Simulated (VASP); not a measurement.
Write the native input for VASP 6.6.1 that does the following.

| Quantity | Value |
| --- | --- |
| Task | single point |
| Functional | PBEsol |
| Potentials or basis | VASP PAW PBE potentials, release 64 (F) |
| Cutoff | 520 eV |
| k mesh | 4 × 4 × 2 |
| Occupations | gaussian, width 0.05 eV |
| Spin | no spin polarisation |
| Dipole correction | no |
| Further INCAR settings | ALGO = Normal; EDIFF = 1e-06; NBANDS = 22 |

The structure of F lies in POSCAR:

```
F
1.0
    3.1832260196     -1.8003435261     -0.2455178518
    3.1832260196      1.8003435261     -0.2455178518
   -2.4022725076      0.0000000000      7.2134990064
F
4
Direct
    0.0848459664      0.0848459664      0.0940038325
    0.9151540336      0.9151540336      0.9059961675
    0.5015719855      0.5015719855      0.5937195244
    0.4984280145      0.4984280145      0.4062804756
```

These files were run (other wordings do the same):

INCAR

```
SYSTEM = F
PREC = Accurate
ENCUT = 520
EDIFF = 1E-6
ISMEAR = 0
SIGMA = 0.05
LREAL = .FALSE.
LASPH = .TRUE.
NELM = 60
ALGO = Normal
ISIF = 2
LWAVE = .FALSE.
LCHARG = .FALSE.
GGA = PS
NBANDS = 22
```

KPOINTS

```
regular mesh
0
G
  4 4 2
  0 0 0
```

Potentials or basis: VASP PAW PBE potentials, release 64 (F).

The run is started by

```bash
$ cat potpaw_PBE.64/F/POTCAR > POTCAR
$ mpirun -np 1 vasp_std > vasp.out
```

It gave:

- Pressure: -1.0 GPa
- Largest force: 0.231 eV/Å
- Band gap on the k mesh: 2.84 eV, indirect (least direct gap 2.92 eV)

Caveat: the k points lie up to 0.51 Å⁻¹ apart; the PAW data sets were made with another functional, which shifts forces and pressure a little.

Run time: 16 s on 1 thread of Intel(R) Xeon(R) Platinum 8488C (Sapphire Rapids), with other jobs on the host, peak memory 0.18 GiB.
